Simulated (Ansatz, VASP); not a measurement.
# CsAl2: VASP beside Ansatz

```
CELL_PARAMETERS angstrom
-1.94150 1.94150 6.88135
1.94150 -1.94150 6.88135
1.94150 1.94150 -6.88135
ATOMIC_POSITIONS crystal
Cs 0.00000 0.00000 0.00000
Al 0.75000 0.25000 0.50000
Al 0.25000 0.75000 0.50000
```

Alike in both runs: functional PBE; k mesh 16 × 16 × 16; occupations gaussian, width 0.1 eV; no spin polarisation.

Ansatz relaxed the structure, and its values are those at the end. VASP's run is a single point on that final structure, the one shown.

```csv
,VASP,Ansatz
version,VASP 6.6.1,Ansatz 0.2.0
potentials or method,"VASP PAW PBE potentials, release 64 (Cs_sv, Al), cutoff 520 eV","scalar-relativistic, plane waves, PAW"
valence electrons in the cell,15,15
```

Ansatz gave:

* gap on the k mesh at the Fermi level (eV): none
* pressure (GPa): 0.0

Question: What did VASP give for the same quantities?

Answer: gap on the k mesh at the Fermi level (eV): none; pressure (GPa): 0.1.

A gap of «none» marks a metal or a gap that the smearing closes.

Neither program's run includes spin-orbit coupling.
